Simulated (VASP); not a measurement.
Ti3Al: single point with PBEsol

The system is Ti3Al.

```
CELL_PARAMETERS angstrom
3.03138 0.00000 0.00000
-1.51569 2.62525 0.00000
0.00000 0.00000 9.00411
ATOMIC_POSITIONS crystal
Ti 0.66667 0.33333 0.00000
Ti 0.33333 0.66667 0.75117
Ti 0.33333 0.66667 0.24883
Al 0.66667 0.33333 0.50000
```

```yaml
Program: VASP 6.6.1
Task: single point
Functional: PBEsol
Potentials_or_basis: VASP PAW PBE potentials, release 64 (Ti_sv, Al)
Cutoff: 520 eV
k_mesh: 18 × 18 × 6
Occupations: gaussian, width 0.15 eV
Spin: no spin polarisation
```

```yaml
Pressure: -7.3 GPa
Largest_force: 0.122 eV/Å
Band_gap_on_the_k_mesh: zero (an odd number of electrons rules out a gap without spin polarisation)
```

Forces in eV/Å, atoms in the order of the input:
```
Ti   0.000  0.000  0.000
Ti   0.000  0.000  0.122
Ti   0.000  0.000 -0.122
Al   0.000  0.000  0.000
```

Stress tensor (GPa, compression positive):
```
-9.93  0.00  0.00
 0.00 -9.93  0.00
 0.00  0.00 -1.98
```

Levels at points of the mesh, in eV from the Fermi level:
```tsv
k point	band 17	band 18	band 19	band 20	band 21	band 22	band 23	band 24
(0.00, 0.00, 0.00)	-0.33	0.66	0.66	0.73	0.73	0.81	1.04	1.14
(0.50, 0.00, 0.00)	-1.36	-1.00	-0.59	-0.41	0.63	0.97	1.19	1.46
(0.00, 0.00, 0.50)	-0.67	0.67	0.67	0.72	0.72	0.72	1.08	1.15
(0.50, 0.00, 0.50)	-1.41	-1.10	-0.76	-0.22	0.58	0.99	1.20	1.62
```

It took 15 min on 1 thread of Intel(R) Xeon(R) Platinum 8375C CPU @ 2.90GHz (Ice Lake), on a shared host, peak memory 0.37 GiB.

Caveat: the cell stands under tension; the PAW data sets were made with another functional, which shifts forces and pressure a little.
